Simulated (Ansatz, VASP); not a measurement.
One calculation of MnS, two programs

```
CELL_PARAMETERS angstrom
0.00000 2.63877 2.63877
2.63877 0.00000 2.63877
2.63877 2.63877 0.00000
ATOMIC_POSITIONS crystal
Mn 0.00000 0.00000 0.00000
S 0.50000 0.50000 0.50000
```

Alike in both runs: functional LDA; k mesh 9 × 9 × 9; occupations methfessel-paxton of order 1, width 0.05 eV; collinear spin; Hubbard terms Mn d U = 4.5 eV.

|  | VASP | Ansatz |
| --- | --- | --- |
| version | VASP 6.6.1 | Ansatz 0.2.0 |
| potentials or method | VASP PAW LDA potentials, release 64 (Mn_pv, S) | JTH PAW LDA |
| plane-wave cutoff (eV) | 520 | 1290 |
| valence electrons in the cell | 19 | 21 |
| task | single point | optical spectrum |

VASP gave:

| Quantity | Value |
| --- | --- |
| gap on the k mesh at the Fermi level (eV) | 0.73 |
| least direct gap on the mesh (eV) | 2.57 |
| net moment per atom (μB) | 2.50 |
| size of the moment on the site where the two differ most (μB) | 4.58 |

What did Ansatz give for the same quantities?

gap on the k mesh at the Fermi level (eV): 0.90; least direct gap on the mesh (eV): 2.35; net moment per atom (μB): 2.50; size of the moment on the site where the two differ most (μB): 4.50.

LDA's correlation is that of Perdew and Zunger in VASP and of Perdew and Wang (1992) in Ansatz. Site moments also hang on the region over which each program counts them. The programs project onto different local orbitals, so the same U acts differently, and such runs can settle in different states. VASP's potentials hold 19 valence electrons a cell and Ansatz's 21, so a difference there can come from the potentials and not from the codes.

Noted on Ansatz's run: the magnetic or orbital state may not be the lowest; odd divisions of the mesh miss points on the zone boundary, where band edges often lie, so the gap on the mesh can be too wide.
